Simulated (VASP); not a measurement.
Here is a VASP 6.6.1 calculation.

Contents of INCAR:

```
ALGO = Fast
EDIFF = 1E-6
EDIFFG = -0.01
ENCUT = 600
GGA = PE
IBRION = 2
ISIF = 4
ISMEAR = 0
LASPH = True
LCHARG = False
LREAL = False
LWAVE = False
NELM = 80
NSW = 50
PREC = Accurate
SIGMA = 0.1
```

Contents of KPOINTS:

```
k-points
0
Gamma
  12 12 6
```

Contents of POSCAR:

```
Ge4MoW
1.0
    3.2717250550      0.0000000000      0.0000000000
    0.0000000000      3.2717250550      0.0000000000
    0.0000000000      0.0000000000      8.1182445502
Ge Mo W
4 1 1
Direct
    0.0000000000      0.0000000000      0.6634273415
    0.5000000000      0.5000000000      0.1619907442
    0.0000000000      0.0000000000      0.3365726585
    0.5000000000      0.5000000000      0.8380092558
    0.0000000000      0.0000000000      0.0000000000
    0.5000000000      0.5000000000      0.5000000000
```

Potentials or basis: VASP PAW PBE potentials, release 64 (Ge_d, Mo_sv, W_sv).

Run with:

```sh
$ cat potpaw_PBE.64/Ge_d/POTCAR potpaw_PBE.64/Mo_sv/POTCAR potpaw_PBE.64/W_sv/POTCAR > POTCAR
$ mpirun -np 1 vasp_std > vasp.out
```

(1) Predict the band gap on the k mesh.

Answers

(1) zero (bands 42 and 43 overlap by 1.16 eV).

Caveat: spin-orbit coupling is left out, which moves the levels of the heavy elements.
